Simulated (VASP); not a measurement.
# SnO (P4/nmm) in VASP: settings compared

Aim: see how the results for SnO move with the level of theory and the settings. Levels: r2SCAN, PBE, LDA. Tasks: electric field gradients.

Everything below comes from runs of VASP 6.6.1. Logs are shortened: lines on timing, memory, paths and dates and some standing lists are left out, and cuts for length are marked.

### 1 The cell of the first run

It takes space group P4/nmm (No. 129, tetragonal). Conventional cell: a = 3.799 Å, b = 3.799 Å, c = 4.841 Å, α = 90.00°, β = 90.00°, γ = 90.00°. Sn (site symmetry 4mm) has 4 O at 2.23 Å within 3.0 Å. Within 3.0 Å of O (site symmetry -4m2) lie 4 Sn at 2.23 Å and 4 O at 2.69 Å.

### 2 Electric field gradients, r2SCAN

Contents of POSCAR:

```
SnO
1.0
    3.7986000000      0.0000000000      0.0000000000
    0.0000000000      3.7986000000      0.0000000000
    0.0000000000      0.0000000000      4.8408000000
Sn O
2 2
Direct
    0.5000000000      0.0000000000      0.2422836718
    0.0000000000      0.5000000000      0.7577163282
    0.0000000000      0.0000000000      0.0000000000
    0.5000000000      0.5000000000      0.0000000000
```

Contents of INCAR.step1:

```
  PREC = Accurate
  ENCUT = 520
  ISMEAR = -1
  SIGMA = 0.05
  LREAL = False
  LASPH = True
  NELM = 100
  NBANDS = 28
  GGA = PE
  ALGO = Normal
  EDIFF = 1E-4
  LWAVE = True
  LCHARG = False
```

Contents of INCAR.step2:

```
  PREC = Accurate
  ENCUT = 520
  EDIFF = 1E-8
  ISMEAR = -1
  SIGMA = 0.05
  LREAL = False
  LASPH = True
  NELM = 100
  ALGO = Normal
  ISIF = 2
  LWAVE = False
  LCHARG = False
  METAGGA = R2SCAN
  LMIXTAU = True
  LEFG = True
  NBANDS = 28
  ISTART = 1
```

Contents of KPOINTS:

```
Automatic mesh
0
Gamma
  12 12 10
```

Potentials or basis: VASP PAW PBE potentials, release 64 (Sn_d, O).

Run with:

```bash
cat potpaw_PBE.64/Sn_d/POTCAR potpaw_PBE.64/O/POTCAR > POTCAR
cp INCAR.step1 INCAR
mpirun -np 1 vasp_std > vasp.out
cp INCAR.step2 INCAR
mpirun -np 1 vasp_std > vasp.out
```

OUTCAR:

```text
PREC = Accurate
   ENCUT = 520
   EDIFF = 1E-8
   ISMEAR = -1
   LREAL = False
   LASPH = True
   NELM = 100
   ISIF = 2
   METAGGA = R2SCAN
   ISTART = 1

 ion  position               nearest neighbor table
   1  0.500  0.000  0.242-   3 2.23   4 2.23   4 2.23   3 2.23   2 3.57   2 3.57   2 3.57   2 3.57
                             2 3.67   2 3.67   2 3.67   2 3.67
   2  0.000  0.500  0.758-   3 2.23   4 2.23   3 2.23   4 2.23   1 3.57   1 3.57   1 3.57   1 3.57
                             1 3.67   1 3.67   1 3.67   1 3.67
   3  0.000  0.000  0.000-   1 2.23   2 2.23   2 2.23   1 2.23
   4  0.500  0.500  0.000-   1 2.23   2 2.23   1 2.23   2 2.23

  LATTYP: Found a simple tetragonal cell.
 ALAT       =     3.7986000000
 C/A-ratio  =     1.2743642395

  Lattice vectors:

 A1 = (   3.7986000000,   0.0000000000,   0.0000000000)
 A2 = (   0.0000000000,   3.7986000000,   0.0000000000)
 A3 = (   0.0000000000,   0.0000000000,   4.8408000000)

Analysis of symmetry for initial positions (statically):
=====================================================================
 Subroutine PRICEL returns:
 Original cell was already a primitive cell.

 Routine SETGRP: Setting up the symmetry group for a
 simple tetragonal supercell.

 Subroutine GETGRP returns: Found 16 space group operations
 (whereof  8 operations were pure point group operations)
 out of a pool of 16 trial point group operations.

The static configuration has the point symmetry D_2d.
 The point group associated with its full space group is D_4h.

Analysis of symmetry for dynamics (positions and initial velocities):
=====================================================================
 Subroutine PRICEL returns:
 Original cell was already a primitive cell.

 Routine SETGRP: Setting up the symmetry group for a
 simple tetragonal supercell.

 Subroutine GETGRP returns: Found 16 space group operations
 (whereof  8 operations were pure point group operations)
 out of a pool of 16 trial point group operations.

The dynamic configuration has the point symmetry D_2d.
 The point group associated with its full space group is D_4h.

 Subroutine INISYM returns: Found 16 space group operations
 (whereof  8 operations are pure point group operations),
 and found     1 'primitive' translations

----------------------------------------------------------------------------------------

                                     Primitive cell

  volume of cell :      69.8497

  direct lattice vectors                    reciprocal lattice vectors
     3.798600000  0.000000000  0.000000000     0.263254883  0.000000000  0.000000000
     0.000000000  3.798600000  0.000000000     0.000000000  0.263254883  0.000000000
     0.000000000  0.000000000  4.840800000     0.000000000  0.000000000  0.206577425

  length of vectors
     3.798600000  3.798600000  4.840800000     0.263254883  0.263254883  0.206577425

  position of ions in fractional coordinates (direct lattice)
     0.500000000  0.000000000  0.242283672
     0.000000000  0.500000000  0.757716328
     0.000000000  0.000000000  0.000000000
     0.500000000  0.500000000  0.000000000

  ion indices of the primitive-cell ions
   primitive index   ion index
                 1           1
                 2           2
                 3           3
                 4           4

----------------------------------------------------------------------------------------

 KPOINTS: Automatic mesh

Automatic generation of k-mesh.
 Grid dimensions read from file:
 generate k-points for:   12   12   10

 Generating k-lattice:

  Cartesian coordinates                     Fractional coordinates (reciprocal lattice)
     0.021937907  0.000000000  0.000000000     0.083333333  0.000000000  0.000000000
     0.000000000  0.021937907  0.000000000     0.000000000  0.083333333  0.000000000
     0.000000000  0.000000000  0.020657743     0.000000000  0.000000000  0.100000000

  Length of vectors
     0.021937907  0.021937907  0.020657743

[... 43 lines left out ...]
 SYSTEM =  unknown system
   PREC   = accura    normal or accurate (medium, high low for compatibility)
   ISTART =      1    job   : 0-new  1-cont  2-samecut
   ICHARG =      0    charge: 1-file 2-atom 10-const
   ISPIN  =      1    spin polarized calculation?
   LNONCOLLINEAR =      F non collinear calculations
   LSORBIT =      F    spin-orbit coupling
   LASPH  =      T    aspherical Exc in radial PAW
   ENCUT  =  520.0 eV  38.22 Ry    6.18 a.u.   7.06  7.06  9.00*2*pi/ulx,y,z
   NELM   =    100;   NELMIN=  2; NELMDL=  0     # of ELM steps
   EDIFF  = 0.1E-07   stopping-criterion for ELM
   LREAL  =      F    real-space projection
   EDIFFG = 0.1E-06   stopping-criterion for IOM
   NSW    =      0    number of steps for IOM
   IBRION =     -1    ionic relax: 0-MD 1-quasi-New 2-CG
   NFREE  =      0    steps in history (QN), initial steepest desc. (CG)
   ISIF   =      2    stress and relaxation
   ISYM   =      2    0-nonsym 1-usesym 2-fastsym
   POTIM  = 0.5000    time-step for ionic-motion
   TEBEG  =    0.0;   TEEND  =   0.0 temperature during run
   PSTRESS=    0.0 pullay stress
   NELECT =      40.0000    total number of electrons
   NUPDOWN=      -1.0000    fix difference up-down
   EMIN   =  10.00;   EMAX   =-10.00  energy-range for DOS
   EFERMI =   0.00;   METHOD = LEGACY
   ISMEAR =    -1;   SIGMA  =   0.05  broadening in eV -4-tet -1-fermi 0-gaus
   EFERMI_NEDOS =   21; number of points for ismear=-14 and -15
   IALGO  =     38    algorithm
   IMIX   =      4    mixing-type and parameters
     AMIX     =   0.40;   BMIX     =  1.00
     AMIX_MAG =   1.60;   BMIX_MAG =  1.00
  volume/ion in A,a.u.               =      17.46       117.84
  Fermi-wavevector in a.u.,A,eV,Ry     =   1.359482  2.569048 25.146163  1.848191
  Thomas-Fermi vector in A             =   2.486226
   LORBIT       =      0    0 simple, 1 ext, 2 COOP (PROOUT), +10 PAW based schemes
   METAGGA = R2SCAN    functional components
   LHFCALC =     F    Hartree Fock is set to
   AEXX    =    0.0000 exact exchange contribution
   IVDW    =     0    specifies the selected vdW correction
   LEPSILON=     F    determine dielectric tensor
   LRPA    =     F    only Hartree local field effects (RPA)
 non-spin polarized calculation
  energy-cutoff  :      520.00
  volume of cell :       69.85
 maximum number of plane-waves:      1902
   NGX = 15   NGY = 15   NGZ = 19

 number of electron      39.9999990 magnetization

 Free energy of the ion-electron system (eV)
  ---------------------------------------------------
  ext. energy  EPLUGINS =         0.00000000
  ---------------------------------------------------
  free energy    TOTEN  =       -66.89260538 eV

  energy without entropy =      -66.89191420  energy(sigma->0) =      -66.89225979

 E-fermi :   7.2960     XC(G=0): -10.9681

 val. band max:        7.2442391558   @ k =   0.0000   0.0000   0.0000
 cond. band min:       7.3958590617   @ k =   0.5000   0.5000   0.1000
 fundamental gap:      0.1516199059
 Fermi energy:         7.2959561935

 k-point     1 :       0.0000    0.0000    0.0000
  band No.  band energies     occupation
      1     -15.7411      2.00000
      2     -15.2301      2.00000
      3     -15.2138      2.00000
      4     -15.2138      2.00000
      5     -15.1721      2.00000
      6     -15.1455      2.00000
[... 733 lines left out ...]
     27      15.1837      0.00000
     28      15.4384      0.00000

 [... further k-points ...]

------------------------ aborting loop because EDIFF is reached ----------------------------------------

  FORCE on cell =-STRESS in cart. coord.  units (eV):
  Direction    XX          YY          ZZ          XY          YZ          ZX
  --------------------------------------------------------------------------------------
  -------------------------------------------------------------------------------------
  Total       -0.0201867     -0.0201867     -0.5379315      0.0000000     -0.0000000      0.0000000
  in kB       -0.4630332     -0.4630332    -12.3388105      0.0000000     -0.0000000      0.0000000
  external PRESSURE =      -4.4216256 kB  Pullay stress =       0.0000000 kB

 VOLUME and BASIS-vectors are now :
 -----------------------------------------------------------------------------
  energy-cutoff  :      520.00
  volume of cell :       69.85
      direct lattice vectors                 reciprocal lattice vectors
     3.798600000  0.000000000  0.000000000     0.263254883  0.000000000  0.000000000
     0.000000000  3.798600000  0.000000000     0.000000000  0.263254883  0.000000000
     0.000000000  0.000000000  4.840800000     0.000000000  0.000000000  0.206577425

 POSITION                                       TOTAL-FORCE (eV/Angst)
 -----------------------------------------------------------------------------------
      1.89930      0.00000      1.17285         0.000000     -0.000000     -0.386649
      0.00000      1.89930      3.66795        -0.000000     -0.000000      0.386649
      0.00000      0.00000      0.00000        -0.000000      0.000000      0.000000
      1.89930      1.89930      0.00000        -0.000000     -0.000000      0.000000
 -----------------------------------------------------------------------------------
    total drift:                                0.000000      0.000000     -0.000000

  FREE ENERGIE OF THE ION-ELECTRON SYSTEM (eV)
  ---------------------------------------------------
  free  energy   TOTEN  =       -66.8926053799 eV

  energy  without entropy=      -66.8919141960  energy(sigma->0) =      -66.89225979

 Electric field gradients (V/A^2)
---------------------------------------------------------------------
 ion       V_xx      V_yy      V_zz      V_xy      V_xz      V_yz
---------------------------------------------------------------------
   1      94.476    94.476  -188.951    -0.000    -0.000    -0.000
   2      94.476    94.476  -188.951    -0.000    -0.000    -0.000
   3      -3.647    -3.647     7.293    -0.000    -0.000    -0.000
   4      -3.647    -3.647     7.293     0.000    -0.000    -0.000
---------------------------------------------------------------------

 Electric field gradients after diagonalization (V/A^2)
 (convention: |V_zz| > |V_xx| > |V_yy|)
----------------------------------------------------------------------
 ion       V_xx      V_yy      V_zz     asymmetry (V_yy - V_xx)/ V_zz
----------------------------------------------------------------------
   1      94.476    94.476  -188.951       0.000
   2      94.476    94.476  -188.951       0.000
   3      -3.647    -3.647     7.293       0.000
   4      -3.647    -3.647     7.293       0.000
----------------------------------------------------------------------

           NMR quadrupolar parameters

 Cq : quadrupolar parameter    Cq=e*Q*V_zz/h
 eta: asymmetry parameters     (V_yy - V_xx)/ V_zz
 Q  : nuclear electric quadrupole moment in mb (millibarn)
----------------------------------------------------------------------
 ion       Cq(MHz)       eta       Q (mb)
----------------------------------------------------------------------
   1      -0.457       0.000       1.000
   2      -0.457       0.000       1.000
   3       0.018       0.000       1.000
   4       0.018       0.000       1.000
----------------------------------------------------------------------
```

It took 7.2 min on 1 thread of Intel Xeon 6975P-C (Granite Rapids), shared host; peak memory 0.37 GiB.

Results:

```yaml
Free_energy: -66.8926 eV
Pressure: -0.4 GPa
Largest_force: 0.387 eV/Å
Band_gap_on_the_k_mesh: zero (filled and empty bands overlap)
Largest_electric_field_gradient_by_atom: Sn -189.0; O +7.3 V/Å²
```

Forces on the atoms (eV/Å):
```
Sn   0.000  0.000 -0.387
Sn   0.000  0.000  0.387
O    0.000  0.000  0.000
O    0.000  0.000  0.000
```

Electric field gradients, principal values (V/Å²):
```
atom   least  middle  greatest (by size)
1 Sn  94.476  94.476            -188.951
2 Sn  94.476  94.476            -188.951
 3 O  -3.647  -3.647               7.293
 4 O  -3.647  -3.647               7.293
```

Caveat: semilocal functionals underestimate gaps, and a narrow one can read as zero; without QUAD_EFG the Cq values of the log hold for a quadrupole moment of 1 mb, not for the nuclei; the PAW data sets were made with another functional, which shifts forces and pressure a little; spin-orbit coupling is left out, which moves the levels of the heavy elements.

(Continued in part 2 of 2.)

The gap in the log of VASP goes by the Fermi energy; the results here count the filled bands.